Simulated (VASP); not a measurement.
# Ti6C (P6/mmm) in VASP: a series of runs

Ti6C is run at these levels: PBE; tasks: single point.

Everything below comes from runs of VASP 6.6.1. Logs are shortened: lines on timing, memory, paths and dates and some standing lists are left out, and cuts for length are marked.

## Step 1: The cell of the first run

Symmetry: P6/mmm, No. 191, hexagonal system. Conventional cell: a = 7.588 Å, b = 7.588 Å, c = 2.534 Å, α = 90.00°, β = 90.00°, γ = 120.00°. Ti (site symmetry m2m) has 5 Ti at 2.42 to 2.74 Å and 2 C at 2.73 Å within 3.2 Å. Within 3.3 Å of C (site symmetry 6/mmm) lie 2 C at 2.53 Å and 12 Ti at 2.73 Å.

The cell was generated, and may not be a known phase.

## Step 2: Single point, PBE

The input, INCAR:

```
SYSTEM = Ti6C
PREC     = Accurate       ! precision mode
ENCUT    = 520            ! plane-wave cutoff, eV
EDIFF    = 1E-6           ! SCF threshold, eV
ISMEAR   = 0              ! smearing method
SIGMA    = 0.1            ! smearing width, eV
LREAL    = .FALSE.        ! projectors in reciprocal space
LASPH    = .TRUE.         ! aspherical terms in the spheres
NELM     = 80             ! most SCF steps
ALGO     = Normal         ! electronic algorithm
ISIF     = 2              ! what is computed and relaxed
LWAVE    = .FALSE.        ! write WAVECAR
LCHARG   = .FALSE.        ! write CHGCAR
GGA      = PE             ! functional
NBANDS   = 47             ! bands
```

The input, KPOINTS:

```
Automatic mesh
0
G
  3 3 6
  0 0 0
```

The input, POSCAR:

```
Ti6C
1.0
    7.5878057198      0.0000000000      0.0000000000
   -3.7939028599      6.5712325123      0.0000000000
    0.0000000000      0.0000000000      2.5338630804
Ti C
6 1
Direct
    0.3193505798      0.0000000000      0.5000000000
    0.0000000000      0.3193505798      0.5000000000
    0.6806494202      0.6806494202      0.5000000000
    0.6806494202      0.0000000000      0.5000000000
    0.0000000000      0.6806494202      0.5000000000
    0.3193505798      0.3193505798      0.5000000000
    0.0000000000      0.0000000000      0.0000000000
```

Potentials or basis: VASP PAW PBE potentials, release 64 (Ti_sv, C).

On the command line:

```console
cat potpaw_PBE.64/Ti_sv/POTCAR potpaw_PBE.64/C/POTCAR > POTCAR
mpirun -np 1 vasp_std > vasp.out
```

OUTCAR:

```text
SYSTEM = Ti6C
   PREC = Accurate
   ENCUT = 520
   EDIFF = 1E-6
   ISMEAR = 0
   LREAL = .FALSE.
   LASPH = .TRUE.
   NELM = 80
   ISIF = 2
   GGA = PE

 ion  position               nearest neighbor table
   1  0.319  0.000  0.500-   5 2.42   6 2.42   4 2.74
   2  0.000  0.319  0.500-   4 2.42   6 2.42   5 2.74
   3  0.681  0.681  0.500-   4 2.42   5 2.42   6 2.74
   4  0.681  0.000  0.500-   2 2.42   3 2.42   1 2.74
   5  0.000  0.681  0.500-   1 2.42   3 2.42   2 2.74
   6  0.319  0.319  0.500-   1 2.42   2 2.42   3 2.74
   7  0.000  0.000  0.000-

  LATTYP: Found a hexagonal cell.
 ALAT       =     7.5878057198
 C/A-ratio  =     0.3339388453

  Lattice vectors:

 A1 = (   7.5878057198,   0.0000000000,   0.0000000000)
 A2 = (  -3.7939028599,   6.5712325123,   0.0000000000)
 A3 = (   0.0000000000,   0.0000000000,   2.5338630804)

Analysis of symmetry for initial positions (statically):
=====================================================================
 Subroutine PRICEL returns:
 Original cell was already a primitive cell.

 Routine SETGRP: Setting up the symmetry group for a
 hexagonal supercell.

 Subroutine GETGRP returns: Found 24 space group operations
 (whereof 24 operations were pure point group operations)
 out of a pool of 24 trial point group operations.

The static configuration has the point symmetry D_6h.

Analysis of symmetry for dynamics (positions and initial velocities):
=====================================================================
 Subroutine PRICEL returns:
 Original cell was already a primitive cell.

 Routine SETGRP: Setting up the symmetry group for a
 hexagonal supercell.

 Subroutine GETGRP returns: Found 24 space group operations
 (whereof 24 operations were pure point group operations)
 out of a pool of 24 trial point group operations.

The dynamic configuration has the point symmetry D_6h.

 Subroutine INISYM returns: Found 24 space group operations
 (whereof 24 operations are pure point group operations),
 and found     1 'primitive' translations

----------------------------------------------------------------------------------------

                                     Primitive cell

  volume of cell :     126.3415

[... 84 lines left out ...]
   NELM   =     80;   NELMIN=  2; NELMDL= -5     # of ELM steps
   EDIFF  = 0.1E-05   stopping-criterion for ELM
   LREAL  =      F    real-space projection
   EDIFFG = 0.1E-04   stopping-criterion for IOM
   NSW    =      0    number of steps for IOM
   IBRION =     -1    ionic relax: 0-MD 1-quasi-New 2-CG
   NFREE  =      0    steps in history (QN), initial steepest desc. (CG)
   ISIF   =      2    stress and relaxation
   ISYM   =      2    0-nonsym 1-usesym 2-fastsym
   POTIM  = 0.5000    time-step for ionic-motion
   TEBEG  =    0.0;   TEEND  =   0.0 temperature during run
   PSTRESS=    0.0 pullay stress
   NELECT =      76.0000    total number of electrons
   NUPDOWN=      -1.0000    fix difference up-down
   EMIN   =  10.00;   EMAX   =-10.00  energy-range for DOS
   EFERMI =   0.00;   METHOD = LEGACY
   ISMEAR =     0;   SIGMA  =   0.10  broadening in eV -4-tet -1-fermi 0-gaus
   EFERMI_NEDOS =   21; number of points for ismear=-14 and -15
   IALGO  =     38    algorithm
   IMIX   =      4    mixing-type and parameters
     AMIX     =   0.40;   BMIX     =  1.00
     AMIX_MAG =   1.60;   BMIX_MAG =  1.00
  volume/ion in A,a.u.               =      18.05       121.80
  Fermi-wavevector in a.u.,A,eV,Ry     =   1.381966  2.611537 25.984808  1.909830
  Thomas-Fermi vector in A             =   2.506701
   LORBIT       =      0    0 simple, 1 ext, 2 COOP (PROOUT), +10 PAW based schemes
   GGA     = PE    functional components
   LHFCALC =     F    Hartree Fock is set to
   AEXX    =    0.0000 exact exchange contribution
   IVDW    =     0    specifies the selected vdW correction
   LEPSILON=     F    determine dielectric tensor
   LRPA    =     F    only Hartree local field effects (RPA)
 non-spin polarized calculation
 Gauss-broadening in eV      SIGMA  =   0.10
  energy-cutoff  :      520.00
  volume of cell :      126.34
 maximum number of plane-waves:      3432
   NGX = 29   NGY = 29   NGZ =  9

 number of electron      76.0000002 magnetization

 Free energy of the ion-electron system (eV)
  ---------------------------------------------------
  ext. energy  EPLUGINS =         0.00000000
  ---------------------------------------------------
  free energy    TOTEN  =       -46.26501791 eV

  energy without entropy =      -46.20340402  energy(sigma->0) =      -46.23421096

 E-fermi :   6.4966     XC(G=0): -10.6929

 val. band max:        6.4961771686   @ k =   0.3333   0.0000   0.1667
 cond. band min:       6.5001366615   @ k =   0.3333   0.0000   0.0000
 fundamental gap:      0.0039594929
 Fermi energy:         6.4965652563

 k-point     1 :       0.0000    0.0000    0.0000
  band No.  band energies     occupation
      1     -50.0696      2.00000
      2     -49.9573      2.00000
      3     -49.9573      2.00000
      4     -49.8489      2.00000
      5     -49.8489      2.00000
      6     -49.7331      2.00000
[... 589 lines left out ...]
     46       8.1862      0.00000
     47       8.6230      0.00000

------------------------ aborting loop because EDIFF is reached ----------------------------------------

  FORCE on cell =-STRESS in cart. coord.  units (eV):
  Direction    XX          YY          ZZ          XY          YZ          ZX
  --------------------------------------------------------------------------------------
  -------------------------------------------------------------------------------------
  Total        0.1956626      0.1956626     -0.1141678      0.0000000     -0.0000000      0.0000000
  in kB        2.4812595      2.4812595     -1.4477983      0.0000000     -0.0000000      0.0000000
  external PRESSURE =       1.1715735 kB  Pullay stress =       0.0000000 kB

 VOLUME and BASIS-vectors are now :
 -----------------------------------------------------------------------------
  energy-cutoff  :      520.00
  volume of cell :      126.34
      direct lattice vectors                 reciprocal lattice vectors
     7.587805720  0.000000000  0.000000000     0.131790406  0.076089227  0.000000000
    -3.793902860  6.571232512  0.000000000     0.000000000  0.152178453  0.000000000
     0.000000000  0.000000000  2.533863080     0.000000000  0.000000000  0.394654316

 POSITION                                       TOTAL-FORCE (eV/Angst)
 -----------------------------------------------------------------------------------
      2.42317      0.00000      1.26693         0.036554      0.000000      0.000000
     -1.21159      2.09853      1.26693        -0.018277      0.031656     -0.000000
      2.58232      4.47271      1.26693        -0.018277     -0.031656      0.000000
      5.16464      0.00000      1.26693        -0.036554      0.000000     -0.000000
     -2.58232      4.47271      1.26693         0.018277     -0.031656      0.000000
      1.21159      2.09853      1.26693         0.018277      0.031656      0.000000
      0.00000      0.00000      0.00000        -0.000000      0.000000      0.000000
 -----------------------------------------------------------------------------------
    total drift:                                0.000000      0.000000      0.000000

  FREE ENERGIE OF THE ION-ELECTRON SYSTEM (eV)
  ---------------------------------------------------
  free  energy   TOTEN  =       -46.2650179062 eV

  energy  without entropy=      -46.2034040209  energy(sigma->0) =      -46.23421096
```

Run time: 33 s. Hardware: 1 thread of Intel Xeon 6975P-C (Granite Rapids), shared host; peak memory 0.25 GiB.

Results:

```
Free energy            : -46.2650 eV
Pressure               : 0.1 GPa
Largest force          : 0.037 eV/Å
Band gap on the k mesh : zero (bands 38 and 39 overlap by 1.20 eV)
```

Forces on the atoms (eV/Å):
```
Ti   0.037  0.000  0.000
Ti  -0.018  0.032  0.000
Ti  -0.018 -0.032  0.000
Ti  -0.037  0.000  0.000
Ti   0.018 -0.032  0.000
Ti   0.018  0.032  0.000
C    0.000  0.000  0.000
```

Levels at points of the mesh, in eV from the Fermi level:
```csv
k point,band 33,band 34,band 35,band 36,band 37,band 38,band 39,band 40,band 41,band 42
"(0.00, 0.00, 0.00)",-1.31,-1.31,-0.57,-0.37,-0.37,-0.27,-0.27,-0.26,0.40,0.40
"(0.00, 0.00, 0.50)",-0.61,-0.61,-0.57,-0.30,0.72,0.72,0.77,0.77,0.81,0.81
```

Caveat: the k points lie up to 0.41 Å⁻¹ apart, too coarse for converged energies and pressures of a metal.

## Step 3: Single point, PBE

This run uses another cell than the first one, of 17.90 Å³/atom.

The input, INCAR:

```
SYSTEM = Ti6C
PREC = Accurate ; ENCUT = 520
EDIFF = 1E-7 ; ISMEAR = 0
SIGMA = 0.1 ; LREAL = .FALSE.
LASPH = .TRUE. ; NELM = 60
ALGO = Normal ; ISIF = 2
LWAVE = .FALSE. ; LCHARG = .FALSE.
GGA = PE ; NBANDS = 47
```

The input, KPOINTS:

```
Automatic mesh
0
G
  6 6 4
  0 0 0
```

The input, POSCAR:

```
Ti6C
1.0
    7.5921274558      0.0000000000      0.0000000000
   -3.7960637279      6.5749752455      0.0000000000
    0.0000000000      0.0000000000      2.5104428961
Ti C
6 1
Direct
    0.3165984453      0.0000000000      0.5000000000
    0.0000000000      0.3165984453      0.5000000000
    0.6834015547      0.6834015547      0.5000000000
    0.6834015547      0.0000000000      0.5000000000
    0.0000000000      0.6834015547      0.5000000000
    0.3165984453      0.3165984453      0.5000000000
    0.0000000000      0.0000000000      0.0000000000
```

Potentials or basis: VASP PAW PBE potentials, release 64 (Ti_sv, C).

On the command line:

```console
cat potpaw_PBE.64/Ti_sv/POTCAR potpaw_PBE.64/C/POTCAR > POTCAR
mpirun -np 1 vasp_std > vasp.out
```

OUTCAR:

```text
SYSTEM = Ti6C
   PREC = Accurate
   ENCUT = 520
   EDIFF = 1E-7
   ISMEAR = 0
   LREAL = .FALSE.
   LASPH = .TRUE.
   NELM = 60
   ISIF = 2
   GGA = PE

 ion  position               nearest neighbor table
   1  0.317  0.000  0.500-   5 2.40   6 2.40   4 2.78
   2  0.000  0.317  0.500-   6 2.40   4 2.40   5 2.78
   3  0.683  0.683  0.500-   5 2.40   4 2.40   6 2.78
   4  0.683  0.000  0.500-   2 2.40   3 2.40   1 2.78
   5  0.000  0.683  0.500-   3 2.40   1 2.40   2 2.78
   6  0.317  0.317  0.500-   2 2.40   1 2.40   3 2.78
   7  0.000  0.000  0.000-

  LATTYP: Found a hexagonal cell.
 ALAT       =     7.5921274558
 C/A-ratio  =     0.3306639556

  Lattice vectors:

 A1 = (   7.5921274558,   0.0000000000,   0.0000000000)
 A2 = (  -3.7960637279,   6.5749752455,   0.0000000000)
 A3 = (   0.0000000000,   0.0000000000,   2.5104428961)

Analysis of symmetry for initial positions (statically):
=====================================================================
 Subroutine PRICEL returns:
 Original cell was already a primitive cell.

[... 178 lines left out ...]
 cond. band min:       6.5147970235   @ k =   0.3333  -0.0000   0.0000
 fundamental gap:      0.0113079469
 Fermi energy:         6.5104638270

 k-point     1 :       0.0000    0.0000    0.0000
  band No.  band energies     occupation
      1     -50.0626      2.00000
      2     -49.9509      2.00000
      3     -49.9509      2.00000
      4     -49.8242      2.00000
      5     -49.8242      2.00000
      6     -49.7087      2.00000
[... 1039 lines left out ...]
     46       8.3205      0.00000
     47       8.6211      0.00000

------------------------ aborting loop because EDIFF is reached ----------------------------------------

  FORCE on cell =-STRESS in cart. coord.  units (eV):
  Direction    XX          YY          ZZ          XY          YZ          ZX
  --------------------------------------------------------------------------------------
  -------------------------------------------------------------------------------------
  Total        0.2211721      0.2211721     -0.2203161     -0.0000000     -0.0000000      0.0000000
  in kB        2.8276978      2.8276978     -2.8167537     -0.0000000     -0.0000000      0.0000000
  external PRESSURE =       0.9462140 kB  Pullay stress =       0.0000000 kB

 VOLUME and BASIS-vectors are now :
 -----------------------------------------------------------------------------
  energy-cutoff  :      520.00
  volume of cell :      125.32
      direct lattice vectors                 reciprocal lattice vectors
     7.592127456  0.000000000  0.000000000     0.131715386  0.076045914  0.000000000
    -3.796063728  6.574975246  0.000000000     0.000000000  0.152091827  0.000000000
     0.000000000  0.000000000  2.510442896     0.000000000  0.000000000  0.398336087

 POSITION                                       TOTAL-FORCE (eV/Angst)
 -----------------------------------------------------------------------------------
      2.40366      0.00000      1.25522         0.049665      0.000000      0.000000
     -1.20183      2.08163      1.25522        -0.024833      0.043011      0.000000
      2.59424      4.49335      1.25522        -0.024833     -0.043011     -0.000000
      5.18847      0.00000      1.25522        -0.049665      0.000000      0.000000
     -2.59424      4.49335      1.25522         0.024833     -0.043011     -0.000000
      1.20183      2.08163      1.25522         0.024833      0.043011     -0.000000
      0.00000      0.00000      0.00000        -0.000000      0.000000      0.000000
 -----------------------------------------------------------------------------------
    total drift:                                0.000000     -0.000000     -0.000000

  FREE ENERGIE OF THE ION-ELECTRON SYSTEM (eV)
  ---------------------------------------------------
  free  energy   TOTEN  =       -46.4461095296 eV

  energy  without entropy=      -46.3987986990  energy(sigma->0) =      -46.42245411
```

stdout:

```text
POSCAR found type information on POSCAR TiC
 POSCAR found :  2 types and       7 ions
 scaLAPACK will be used
 LDA part: xc-table for (Slater+PW92), standard interpolation
 POSCAR, INCAR and KPOINTS ok, starting setup
 FFT: planning ... GRIDC
 FFT: planning ... GRID_SOFT
 FFT: planning ... GRID
 WAVECAR not read
 entering main loop
```

Run time: 61 s. Hardware: 1 thread of Intel Xeon 6975P-C (Granite Rapids), shared host; peak memory 0.28 GiB.

Results:

* Free energy: -46.4461 eV
* Pressure: 0.1 GPa
* Largest force: 0.050 eV/Å
* Band gap on the k mesh: zero (bands 38 and 39 overlap by 1.28 eV)

Forces on the atoms (eV/Å):
```
Ti   0.050  0.000  0.000
Ti  -0.025  0.043  0.000
Ti  -0.025 -0.043  0.000
Ti  -0.050  0.000  0.000
Ti   0.025 -0.043  0.000
Ti   0.025  0.043  0.000
C    0.000  0.000  0.000
```

Caveat: the k points lie up to 0.63 Å⁻¹ apart, too coarse for converged energies and pressures of a metal.

## Step 4: Single point, PBE

This run uses another cell than the first one, of 14.17 Å³/atom.

The input, INCAR:

```
SYSTEM = Ti6C
PREC = Accurate
ENCUT = 520
EDIFF = 1E-6
ISMEAR = 0
SIGMA = 0.1
LREAL = .False.
LASPH = .True.
NELM = 80
ALGO = Normal
ISIF = 2
LWAVE = .False.
LCHARG = .True.
GGA = PE
LELF = .True.
LVHAR = .True.
NBANDS = 47
```

The input, KPOINTS:

```
Automatic mesh
0
Gamma
  6 6 4
  0 0 0
```

The input, POSCAR:

```
Ti6C
1.0
    5.2118792800      0.0000000000      0.0000000000
   -2.6059396400      4.5136198600      0.0000000000
    0.0000000000      0.0000000000      4.2166847300
Ti C
6 1
Direct
    0.3281172400      0.0000000000      0.5000000000
    0.0000000000      0.3281172400      0.5000000000
    0.6718827600      0.6718827600      0.5000000000
    0.6718827600      0.0000000000      0.5000000000
    0.0000000000      0.6718827600      0.5000000000
    0.3281172400      0.3281172400      0.5000000000
    0.0000000000      0.0000000000      0.0000000000
```

On the command line:

```console
cat potpaw_PBE.64/Ti_sv/POTCAR potpaw_PBE.64/C/POTCAR > POTCAR
mpirun -np 1 vasp_std > vasp.out
```

It took 47 s on 1 thread of Intel Xeon 6975P-C (Granite Rapids), shared host; peak memory 0.25 GiB.

It converged, with:

* Free energy: -15.0473 eV
* Pressure: 115.6 GPa
* Largest force: 3.933 eV/Å
* Band gap on the k mesh: zero (bands 38 and 39 overlap by 2.07 eV)

Forces in eV/Å, atoms in the order of the input:
```
Ti   3.933  0.000  0.000
Ti  -1.966  3.406  0.000
Ti  -1.966 -3.406  0.000
Ti  -3.933  0.000  0.000
Ti   1.966 -3.406  0.000
Ti   1.966  3.406  0.000
C    0.000  0.000  0.000
```

Stress tensor (GPa, compression positive):
```
185.29   0.00   0.00
  0.00 185.29   0.00
  0.00   0.00 -23.67
```

Levels at points of the mesh, in eV from the Fermi level:
```
           k point  band 34  band 35  band 36  band 37  band 38  band 39  band 40  band 41  band 42  band 43
(0.00, 0.00, 0.00)    -0.76    -0.76     0.35     0.53     0.53     1.74     1.74     1.99     1.99     1.99
(0.50, 0.00, 0.00)    -1.93    -1.91    -0.48    -0.41    -0.28     0.23     0.33     0.65     1.06     1.55
(0.00, 0.00, 0.50)    -0.83    -0.83     0.99     0.99     1.05     1.05     1.34     1.34     1.90     2.38
(0.50, 0.00, 0.50)    -1.62    -1.53    -1.09    -0.58    -0.10     0.23     0.29     0.35     0.59     1.03
```

Caveat: the k points lie up to 0.37 Å⁻¹ apart, too coarse for converged energies and pressures of a metal; atoms lie so close that the PAW spheres overlap strongly, which falsifies energies and pressures; forces of over 1 eV/Å act on the atoms, so gaps and moduli don't describe the material at rest.

## Step 5: Summary

| cell | k mesh | gap on the mesh (eV) | pressure (GPa) | largest force (eV/Å) |
| --- | --- | --- | --- | --- |
| a = 7.588, b = 7.588, c = 2.534 Å, angles 90.0, 90.0, 120.0°, 7 atoms, atomic positions A | 3 × 3 × 6 | none | 0.1 | 0.04 |
| a = 7.592, b = 7.592, c = 2.510 Å, angles 90.0, 90.0, 120.0°, 7 atoms, atomic positions B | 6 × 6 × 4 | none | 0.1 | 0.05 |
| a = 5.212, b = 5.212, c = 4.217 Å, angles 90.0, 90.0, 120.0°, 7 atoms, atomic positions C | 6 × 6 × 4 | none | 115.6 | 3.93 |

Alike in all rows: task single point; level PBE; potentials or basis VASP PAW PBE potentials, release 64 (Ti_sv, C); no spin polarisation; cutoff (eV) 520; smearing gaussian 0.1 eV.

Caveats: all runs use coarse meshes; atoms lie so close that the PAW spheres overlap strongly, which falsifies energies and pressures (at least some runs); forces of over 1 eV/Å act on the atoms, so gaps and moduli don't describe the material at rest (at least some runs).

Total energies depend on the potentials used, so only differences within one code and one set of settings carry meaning.

The gap in the log of VASP goes by the Fermi energy; the results here count the filled bands.